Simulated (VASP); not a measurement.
Zn4SeS3:

```
CELL_PARAMETERS angstrom
5.51558 0.00000 0.00000
0.00000 5.51558 0.00000
0.00000 0.00000 5.51558
ATOMIC_POSITIONS crystal
Zn 0.74361 0.74361 0.74361
Zn 0.74361 0.25639 0.25639
Zn 0.25639 0.74361 0.25639
Zn 0.25639 0.25639 0.74361
Se 0.00000 0.00000 0.00000
S 0.50000 0.50000 0.00000
S 0.50000 0.00000 0.50000
S 0.00000 0.50000 0.50000
```

Base run:

```yaml
Program: VASP 6.6.1
Functional: LDA
Potentials_or_basis: VASP PAW LDA potentials, release 64 (Zn, Se, S)
Cutoff: 520 eV
k_mesh: 6 × 6 × 6
Occupations: gaussian, width 0.02 eV
Spin: no spin polarisation
```

Its results: band gap on the k mesh 1.51 eV; pressure -5.5 GPa; largest force 0.013 eV/Å.

Question: The run is repeated on the same cell with these changes: functional from LDA to PBE; potentials or basis from VASP PAW LDA potentials, release 64 (Zn, Se, S) to VASP PAW PBE potentials, release 64 (Zn, Se, S). What comes out?

Answer: Band gap on the k mesh 1.73 eV; pressure 0.2 GPa; largest force 0.005 eV/Å.

Caveats: the cell stands under tension (at least some runs).

